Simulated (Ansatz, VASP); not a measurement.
## GaSb: VASP beside Ansatz

File INCAR:

```
ALGO     = Normal         # electronic algorithm
EDIFF    = 1E-7           # SCF threshold, eV
EDIFFG   = -0.001         # ionic threshold
ENCUT    = 600            # plane-wave cutoff, eV
GGA      = CA             # functional
IBRION   = 2              # ionic algorithm
ISIF     = 3              # what is computed and relaxed
ISMEAR   = -1             # smearing method
LASPH    = True           # aspherical terms in the spheres
LCHARG   = False          # write CHGCAR
LREAL    = False          # projectors in reciprocal space
LWAVE    = False          # write WAVECAR
NELM     = 80             # most SCF steps
NSW      = 80             # ionic steps
PREC     = Accurate       # precision mode
SIGMA    = 0.15           # smearing width, eV
```

The input KPOINTS:

```
k-points
0
Gamma
  12 12 12
```

File POSCAR:

```
GaSb
1.0
    0.0000000000      3.0250672298      3.0250672298
    3.0250672298      0.0000000000      3.0250672298
    3.0250672298      3.0250672298      0.0000000000
Ga Sb
1 1
Direct
    0.0000000000      0.0000000000      0.0000000000
    0.7500000000      0.7500000000      0.7500000000
```

Input for Ansatz:

```yaml
crystal:
  lattice:
    - [0.0, 3.0250672253, 3.0250672253]
    - [3.0250672253, 0.0, 3.0250672253]
    - [3.0250672253, 3.0250672253, 0.0]
  atoms:
    - { symbol: Ga, position: [0.0, 0.0, 0.0] }
    - { symbol: Sb, position: [0.75, 0.75, 0.75] }
basis:
  ecutwfc: 420
kpoints:
  mp_grid: { grid: [12, 12, 12] }
hamiltonian:
  xc: lda
scf:
  occupations: { method: fermi_dirac, width: 0.15 }
output:
  forces: true
  stress: true
  eigenvalues: true
relax:
  adjacent_minimum: "off"
  f_tol: 0.001
  max_steps: 60
  cell: { stress_tol: 0.01 }
```

Alike in both runs: task relaxation of cell and atoms; functional LDA; k mesh 12 × 12 × 12; occupations fermi-dirac, width 0.15 eV; no spin polarisation.

|  | VASP | Ansatz |
| --- | --- | --- |
| version | VASP 6.6.1 | Ansatz 0.2.0 |
| potentials or method | VASP PAW LDA potentials, release 64 (Ga_d, Sb), cutoff 600 eV | scalar-relativistic, plane waves, PAW |
| valence electrons in the cell | 18 | 28 |

```tsv
	VASP	Ansatz	Ansatz less VASP
gap on the k mesh at the Fermi level, each at its own relaxed structure (eV)	none	none	-
relaxed volume (Å³/atom)	27.78	27.68	-0.096
relaxed cell length with the largest relative difference (Å)	4.283	4.278	-0.0049
```

LDA's correlation is that of Perdew and Zunger in VASP and of Perdew and Wang (1992) in Ansatz. A gap of «none» marks a metal or a gap that the smearing closes. VASP's potentials hold 18 valence electrons a cell and Ansatz's 28, so a difference there can come from the potentials and not from the codes.

Spin-orbit coupling is off throughout.
